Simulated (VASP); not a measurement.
# Pd (Fm-3m) in VASP: notebook, part 2 of 2

VASP 6.6.1.

**3. Single point, r2SCAN+rVV10**

This run uses another cell than the first one, of 14.16 Å³/atom, 0.960 times its volume.

POSCAR

```
Pd
1.0
    0.0000000000      1.9201927211      1.9201927211
    1.9201927211      0.0000000000      1.9201927211
    1.9201927211      1.9201927211      0.0000000000
Pd
1
Direct
    0.0000000000      0.0000000000      0.0000000000
```

INCAR.step1

```
  PREC = Accurate
  ENCUT = 520
  ISMEAR = -1
  SIGMA = 0.05
  LREAL = F
  LASPH = T
  NELM = 60
  NBANDS = 11
  GGA = PE
  ALGO = Normal
  EDIFF = 1E-4
  LWAVE = T
  LCHARG = F
```

INCAR.step2

```
  PREC = Accurate
  ENCUT = 520
  EDIFF = 1E-7
  ISMEAR = -1
  SIGMA = 0.05
  LREAL = F
  LASPH = T
  NELM = 60
  ALGO = Normal
  ISIF = 2
  LWAVE = F
  LCHARG = F
  METAGGA = R2SCAN
  LMIXTAU = T
  LUSE_VDW = T
  IVDW_NL = 2
  BPARAM = 11.95
  CPARAM = 0.0093
  NBANDS = 11
  ISTART = 1
```

KPOINTS

```
regular mesh
0
Gamma
  12 12 12
```

Potentials or basis: VASP PAW PBE potentials, release 64 (Pd).

Started as:

```console
cat potpaw_PBE.64/Pd/POTCAR > POTCAR
cp INCAR.step1 INCAR
mpirun -np 1 vasp_std > vasp.out
cp INCAR.step2 INCAR
mpirun -np 1 vasp_std > vasp.out
```

OUTCAR:

```text
PREC = Accurate
   ENCUT = 520
   EDIFF = 1E-7
   ISMEAR = -1
   LREAL = F
   LASPH = T
   NELM = 60
   ISIF = 2
   METAGGA = R2SCAN
   IVDW_NL = 2
   BPARAM = 11.95
   ISTART = 1

 ion  position               nearest neighbor table
   1  0.000  0.000  0.000-

  LATTYP: Found a face centered cubic cell.
 ALAT       =     3.8403854422

  Lattice vectors:

 A1 = (   0.0000000000,   1.9201927211,   1.9201927211)
 A2 = (   1.9201927211,   0.0000000000,   1.9201927211)
 A3 = (   1.9201927211,   1.9201927211,   0.0000000000)

Analysis of symmetry for initial positions (statically):
[... 33 lines left out ...]
                                     Primitive cell

  volume of cell :      14.1600

  direct lattice vectors                    reciprocal lattice vectors
     0.000000000  1.920192721  1.920192721    -0.260390530  0.260390530  0.260390530
     1.920192721  0.000000000  1.920192721     0.260390530 -0.260390530  0.260390530
     1.920192721  1.920192721  0.000000000     0.260390530  0.260390530 -0.260390530

  length of vectors
     2.715562589  2.715562589  2.715562589     0.451009627  0.451009627  0.451009627

  position of ions in fractional coordinates (direct lattice)
     0.000000000  0.000000000  0.000000000

  ion indices of the primitive-cell ions
   primitive index   ion index
                 1           1

----------------------------------------------------------------------------------------

 KPOINTS: regular mesh

Automatic generation of k-mesh.
 Grid dimensions read from file:
 generate k-points for:   12   12   12

 Generating k-lattice:

  Cartesian coordinates                     Fractional coordinates (reciprocal lattice)
    -0.021699211  0.021699211  0.021699211     0.083333333  0.000000000  0.000000000
     0.021699211 -0.021699211  0.021699211     0.000000000  0.083333333  0.000000000
     0.021699211  0.021699211 -0.021699211     0.000000000  0.000000000  0.083333333

  Length of vectors
     0.037584136  0.037584136  0.037584136

  Shift w.r.t. Gamma in fractional coordinates (k-lattice)
     0.000000000  0.000000000  0.000000000

 Subroutine IBZKPT returns following result:
 ===========================================

 Found     72 irreducible k-points:

 Following reciprocal coordinates:
            Coordinates               Weight
  0.000000  0.000000  0.000000      1.000000
  0.083333  0.000000  0.000000      8.000000
  0.166667  0.000000  0.000000      8.000000
  0.250000  0.000000  0.000000      8.000000
  0.333333  0.000000  0.000000      8.000000
  0.416667  0.000000  0.000000      8.000000
[... 16 lines left out ...]
  0.500000  0.166667  0.000000     24.000000
 -0.416667  0.166667  0.000000     24.000000
 [... further k-points ...]
   k-points           NKPTS =     72   k-points in BZ     NKDIM =     72   number of bands    NBANDS=     11
   number of dos      NEDOS =    301   number of ions     NIONS =      1
   total plane-waves  NPLWV =   8000
   dimension x,y,z NGX =    20 NGY =   20 NGZ =   20
   dimension x,y,z NGXF=    40 NGYF=   40 NGZF=   40
   ions per type =               1
   NGX,Y,Z   is equivalent  to a cutoff of  12.24, 12.24, 12.24 a.u.
   NGXF,Y,Z  is equivalent  to a cutoff of  24.49, 24.49, 24.49 a.u.
 SYSTEM =  unknown system
   PREC   = accura    normal or accurate (medium, high low for compatibility)
   ISTART =      1    job   : 0-new  1-cont  2-samecut
   ICHARG =      0    charge: 1-file 2-atom 10-const
   ISPIN  =      1    spin polarized calculation?
   LNONCOLLINEAR =      F non collinear calculations
   LSORBIT =      F    spin-orbit coupling
   LASPH  =      T    aspherical Exc in radial PAW
   ENCUT  =  520.0 eV  38.22 Ry    6.18 a.u.   5.05  5.05  5.05*2*pi/ulx,y,z
   NELM   =     60;   NELMIN=  2; NELMDL=  0     # of ELM steps
   EDIFF  = 0.1E-06   stopping-criterion for ELM
   LREAL  =      F    real-space projection
   EDIFFG = 0.1E-05   stopping-criterion for IOM
   NSW    =      0    number of steps for IOM
   IBRION =     -1    ionic relax: 0-MD 1-quasi-New 2-CG
   NFREE  =      0    steps in history (QN), initial steepest desc. (CG)
   ISIF   =      2    stress and relaxation
   ISYM   =      2    0-nonsym 1-usesym 2-fastsym
   POTIM  = 0.5000    time-step for ionic-motion
   TEBEG  =    0.0;   TEEND  =   0.0 temperature during run
   PSTRESS=    0.0 pullay stress
   NELECT =      10.0000    total number of electrons
   NUPDOWN=      -1.0000    fix difference up-down
   EMIN   =  10.00;   EMAX   =-10.00  energy-range for DOS
   EFERMI =   0.00;   METHOD = LEGACY
   ISMEAR =    -1;   SIGMA  =   0.05  broadening in eV -4-tet -1-fermi 0-gaus
   EFERMI_NEDOS =   21; number of points for ismear=-14 and -15
   IALGO  =     38    algorithm
   IMIX   =      4    mixing-type and parameters
     AMIX     =   0.40;   BMIX     =  1.00
     AMIX_MAG =   1.60;   BMIX_MAG =  1.00
  volume/ion in A,a.u.               =      14.16        95.56
  Fermi-wavevector in a.u.,A,eV,Ry     =   1.457874  2.754983 28.917779  2.125397
  Thomas-Fermi vector in A             =   2.574625
   LORBIT       =      0    0 simple, 1 ext, 2 COOP (PROOUT), +10 PAW based schemes
   METAGGA = R2SCAN    functional components
   LHFCALC =     F    Hartree Fock is set to
   AEXX    =    0.0000 exact exchange contribution
   IVDW_NL    =     2    kernel type
   BPARAM     =11.9500
   IVDW    =     0    specifies the selected vdW correction
   LEPSILON=     F    determine dielectric tensor
   LRPA    =     F    only Hartree local field effects (RPA)
 non-spin polarized calculation
  energy-cutoff  :      520.00
  volume of cell :       14.16
 maximum number of plane-waves:       392
   NGX =  9   NGY =  9   NGZ =  9

 number of electron      10.0000005 magnetization

 Free energy of the ion-electron system (eV)
  ---------------------------------------------------
  ext. energy  EPLUGINS =         0.00000000
  ---------------------------------------------------
  free energy    TOTEN  =       -22.67007625 eV

  energy without entropy =      -22.65249386  energy(sigma->0) =      -22.66128506

 E-fermi :  10.2746     XC(G=0): -14.4786

 val. band max:       10.2729157191   @ k =   0.5000   0.0833   0.0000
 cond. band min:      10.2772328992   @ k =  -0.2500   0.4167   0.1667
 fundamental gap:      0.0043171801
 Fermi energy:        10.2746198314

 k-point     1 :       0.0000    0.0000    0.0000
  band No.  band energies     occupation
      1       2.7400      2.00000
      2       7.1727      2.00000
      3       7.1727      2.00000
      4       7.1727      2.00000
      5       8.9006      2.00000
      6       8.9006      2.00000
      7      28.3201      0.00000
      8      32.5519      0.00000
      9      33.5609      0.00000
     10      33.5609      0.00000
     11      33.5609      0.00000

 k-point     2 :       0.0833    0.0000    0.0000
  band No.  band energies     occupation
      1       3.0088      2.00000
      2       7.0775      2.00000
      3       7.2661      2.00000
      4       7.2661      2.00000
      5       8.8574      2.00000
      6       8.8574      2.00000
      7      28.6082      0.00000
      8      31.9742      0.00000
      9      32.5961      0.00000
     10      33.8812      0.00000
     11      33.8812      0.00000

 k-point     3 :       0.1667    0.0000    0.0000
  band No.  band energies     occupation
      1       3.7275      2.00000
      2       6.9202      2.00000
      3       7.4519      2.00000
      4       7.4519      2.00000
      5       8.8318      2.00000
      6       8.8318      2.00000
      7      28.6278      0.00000
      8      29.8097      0.00000
      9      32.5707      0.00000
     10      34.7267      0.00000
     11      34.7268      0.00000
[... 267 lines left out ...]
 k-point    23 :       0.5000    0.1667    0.0000
  band No.  band energies     occupation
      1       5.1147      2.00000
      2       6.6163      2.00000
      3       7.7589      2.00000
      4       7.9787      2.00000
      5      10.3087      0.67184
      6      13.6731      0.00000
      7      19.1417      0.00000
      8      27.7528      0.00000
      9      30.4771      0.00000
     10      30.9306      0.00000
     11      32.6194      0.00000

 k-point    24 :      -0.4167    0.1667    0.0000
  band No.  band energies     occupation
      1       5.1731      2.00000
      2       6.6245      2.00000
      3       7.6794      2.00000
      4       8.1992      2.00000
      5      10.0133      1.98930
      6      14.2636      0.00000
      7      18.6134      0.00000
      8      27.1933      0.00000
      9      30.3671      0.00000
     10      31.6028      0.00000
     11      32.6005      0.00000

 [... further k-points ...]
[... 5 lines left out ...]
  --------------------------------------------------------------------------------------
  -------------------------------------------------------------------------------------
  Total        0.8562653      0.8562653      0.8562653      0.0000000      0.0000000      0.0000000
  in kB       96.8845357     96.8845357     96.8845357      0.0000000      0.0000000      0.0000000
  external PRESSURE =      96.8845357 kB  Pullay stress =       0.0000000 kB

 VOLUME and BASIS-vectors are now :
 -----------------------------------------------------------------------------
  energy-cutoff  :      520.00
  volume of cell :       14.16
      direct lattice vectors                 reciprocal lattice vectors
     0.000000000  1.920192721  1.920192721    -0.260390530  0.260390530  0.260390530
     1.920192721  0.000000000  1.920192721     0.260390530 -0.260390530  0.260390530
     1.920192721  1.920192721  0.000000000     0.260390530  0.260390530 -0.260390530

 POSITION                                       TOTAL-FORCE (eV/Angst)
 -----------------------------------------------------------------------------------
      0.00000      0.00000      0.00000        -0.000000      0.000000      0.000000
 -----------------------------------------------------------------------------------
    total drift:                                0.000000      0.000000      0.000000

  FREE ENERGIE OF THE ION-ELECTRON SYSTEM (eV)
  ---------------------------------------------------
  free  energy   TOTEN  =       -22.6700762506 eV

  energy  without entropy=      -22.6524938647  energy(sigma->0) =      -22.66128506
```

OUTCAR.step1:

```text
PREC = Accurate
   ENCUT = 520
   ISMEAR = -1
   LREAL = F
   LASPH = T
   NELM = 60
[... 549 lines left out ...]

 POSITION                                       TOTAL-FORCE (eV/Angst)
 -----------------------------------------------------------------------------------
      0.00000      0.00000      0.00000         0.000000     -0.000000      0.000000
 -----------------------------------------------------------------------------------
    total drift:                                0.000000      0.000000      0.000000

  FREE ENERGIE OF THE ION-ELECTRON SYSTEM (eV)
  ---------------------------------------------------
  free  energy   TOTEN  =        -5.1786343593 eV

  energy  without entropy=       -5.1600210367  energy(sigma->0) =       -5.16932770
```

It took 57 s on 1 thread of Intel Xeon Platinum 8259CL at 2.50GHz (Skylake/Cascade Lake), shared host; peak memory 0.18 GiB.

What came out:

* Free energy: -22.6701 eV
* Pressure: 9.7 GPa
* Band gap on the k mesh: zero (band 5 reaches 10.63 eV, above the bottom of band 6 at 8.83 eV)

Caveat: the PAW data sets were made with another functional, which shifts forces and pressure a little.

**4. Single point, r2SCAN+rVV10**

This run uses another cell than the first one, of 14.46 Å³/atom, 0.980 times its volume.

POSCAR

```
Pd
1.0
    0.0000000000      1.9334358480      1.9334358480
    1.9334358480      0.0000000000      1.9334358480
    1.9334358480      1.9334358480      0.0000000000
Pd
1
Direct
    0.0000000000      0.0000000000      0.0000000000
```

INCAR.step1

```
SYSTEM = Pd
ALGO = Normal ; EDIFF = 1E-4
ENCUT = 520 ; GGA = PE
ISMEAR = -1 ; LASPH = .True.
LCHARG = .False. ; LREAL = .False.
LWAVE = .True. ; NBANDS = 11
NELM = 60 ; PREC = Accurate
SIGMA = 0.05
```

INCAR.step2

```
SYSTEM = Pd
ALGO = Normal ; BPARAM = 11.95
CPARAM = 0.0093 ; EDIFF = 1E-6
ENCUT = 520 ; ISIF = 2
ISMEAR = -1 ; ISTART = 1
IVDW_NL = 2 ; LASPH = .True.
LCHARG = .False. ; LMIXTAU = .True.
LREAL = .False. ; LUSE_VDW = .True.
LWAVE = .False. ; METAGGA = R2SCAN
NBANDS = 11 ; NELM = 60
PREC = Accurate ; SIGMA = 0.05
```

KPOINTS

```
k-points
0
Gamma
  12 12 12
  0 0 0
```

Started as:

```console
cat potpaw_PBE.64/Pd/POTCAR > POTCAR
cp INCAR.step1 INCAR
mpirun -np 1 vasp_std > vasp.out
cp INCAR.step2 INCAR
mpirun -np 1 vasp_std > vasp.out
```

It took 44 s on 1 thread of Intel Xeon Platinum 8259CL at 2.50GHz (Skylake/Cascade Lake), shared host; peak memory 0.18 GiB.

Results (log left out):

* Free energy: -22.6835 eV
* Pressure: 4.8 GPa
* Band gap on the k mesh: zero (band 5 reaches 10.26 eV, above the bottom of band 6 at 8.52 eV)

Levels at points of the mesh, in eV from the Fermi level:
| k point | band 2 | band 3 | band 4 | band 5 | band 6 | band 7 | band 8 | band 9 |
| --- | --- | --- | --- | --- | --- | --- | --- | --- |
| (0.00, 0.00, 0.00) | -3.00 | -3.00 | -3.00 | -1.33 | -1.33 | 18.04 | 22.34 | 23.15 |
| (0.50, 0.00, 0.00) | -3.08 | -3.08 | -0.02 | -0.02 | 1.23 | 7.89 | 17.44 | 22.35 |
| (0.50, 0.50, 0.00) | -5.43 | -0.08 | 0.34 | 0.34 | 3.65 | 11.54 | 14.05 | 14.05 |

Caveat: the PAW data sets were made with another functional, which shifts forces and pressure a little.

**5. Overview**

| task | level | cell | cutoff (eV) | gap on the mesh (eV) | pressure (GPa) |
| --- | --- | --- | --- | --- | --- |
| relaxation of cell and atoms | BLYP+D3(BJ) | relaxed from a = 2.753 Å, angles 60.0°, 1 atom | 600 | none | 0.0 |
| single point | r2SCAN+rVV10 | a = 2.716 Å, angles 60.0°, 1 atom | 520 | none | 9.7 |
| single point | r2SCAN+rVV10 | a = 2.734 Å, angles 60.0°, 1 atom | 520 | none | 4.8 |

Alike in all rows: potentials or basis VASP PAW PBE potentials, release 64 (Pd); no spin polarisation; k mesh 12 × 12 × 12; smearing fermi-dirac 0.05 eV.

Caveats: the PAW data sets were made with another functional, which shifts forces and pressure a little; pairwise dispersion overbinds metals, which lowers pressure and volume (some runs).

Total energies depend on the potentials used, so only differences within one code and one set of settings carry meaning.
